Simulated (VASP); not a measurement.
Set up this calculation in VASP 6.6.1, as the native input.

```
Task                   : single point
Functional             : LDA
Potentials or basis    : VASP PAW LDA potentials, release 64 (Au)
Cutoff                 : 520 eV
k mesh                 : 11 × 11 × 11
Occupations            : fermi-dirac, width 0.05 eV
Spin                   : no spin polarisation
Dipole correction      : no
Further INCAR settings : ALGO = Normal; EDIFF = 1e-06; NBANDS = 12
```

The structure of Au lies in POSCAR:

```
Au
1.0
   -1.6897727226      1.6897727226      1.6897727226
    1.6897727226     -1.6897727226      1.6897727226
    1.6897727226      1.6897727226     -1.6897727226
Au
1
Direct
    0.0000000000      0.0000000000      0.0000000000
```

One way to write it, as run:

INCAR

```
  ALGO = Normal
  EDIFF = 1E-6
  ENCUT = 520
  GGA = CA
  ISIF = 2
  ISMEAR = -1
  LASPH = True
  LCHARG = False
  LREAL = False
  LWAVE = False
  NBANDS = 12
  NELM = 100
  PREC = Accurate
  SIGMA = 0.05
```

KPOINTS

```
k-points
0
Gamma
  11 11 11
```

Potentials or basis: VASP PAW LDA potentials, release 64 (Au).

The run is started by

```bash
$ cat potpaw_LDA.64/Au/POTCAR > POTCAR
$ mpirun -np 1 vasp_std > vasp.out
```

It gave:

```
Pressure : -17.9 GPa
```

Run time: 7.2 s on 1 thread of Intel(R) Xeon(R) Platinum 8259CL CPU @ 2.50GHz (Skylake/Cascade Lake) (shared host), peak memory 0.13 GiB.
